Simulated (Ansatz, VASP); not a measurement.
**Sc: VASP beside Ansatz**

INCAR

```
SYSTEM = Sc
PREC = Accurate ; ENCUT = 520
EDIFF = 1E-8 ; ISMEAR = -1
SIGMA = 0.03 ; LREAL = .FALSE.
LASPH = .TRUE. ; NELM = 100
ALGO = Normal ; ISIF = 2
LWAVE = .FALSE. ; LCHARG = .FALSE.
GGA = PE ; LEFG = .TRUE.
NBANDS = 12
```

Contents of KPOINTS:

```
Automatic mesh
0
G
  12 12 12
  0 0 0
```

File POSCAR:

```
Sc
1.0
    0.0000000000      2.3077279282      2.3077279282
    2.3077279282      0.0000000000      2.3077279282
    2.3077279282      2.3077279282      0.0000000000
Sc
1
Direct
    0.0000000000      0.0000000000      0.0000000000
```

Input for Ansatz:

```yaml
crystal:
  lattice:
    - [0.0, 2.3077279282, 2.3077279282]
    - [2.3077279282, 0.0, 2.3077279282]
    - [2.3077279282, 2.3077279282, 0.0]
  atoms:
    - { symbol: Sc, position: [0.0, 0.0, 0.0] }
kpoints:
  mp_grid: { grid: [12, 12, 12] }
scf:
  occupations: { method: fermi_dirac, width: 0.03 }
hamiltonian:
  xc: pbe
  pseudopotentials: { kind: paw }
output:
  forces: true
  stress: true
  eigenvalues: true
  efg: { contact_densities: true }
```

Change from the starting cell: volume scaled by 1.05, PAW files.

Alike in both runs: task electric field gradients; functional PBE; k mesh 12 × 12 × 12; occupations fermi-dirac, width 0.03 eV; no spin polarisation.

|  | VASP | Ansatz |
| --- | --- | --- |
| version | VASP 6.6.1 | Ansatz 0.2.0 |
| potentials or method | VASP PAW PBE potentials, release 64 (Sc_sv) | PAW with Ansatz's default frozen-core files, scalar-relativistic |
| plane-wave cutoff (eV) | 520 | 420 |
| valence electrons in the cell | 11 | 11 |

```tsv
	VASP	Ansatz	Ansatz less VASP
pressure (GPa)	0.2	0.2	-0.03
```

With one functional, cell and mesh, what is left measures potentials, basis and numerics.
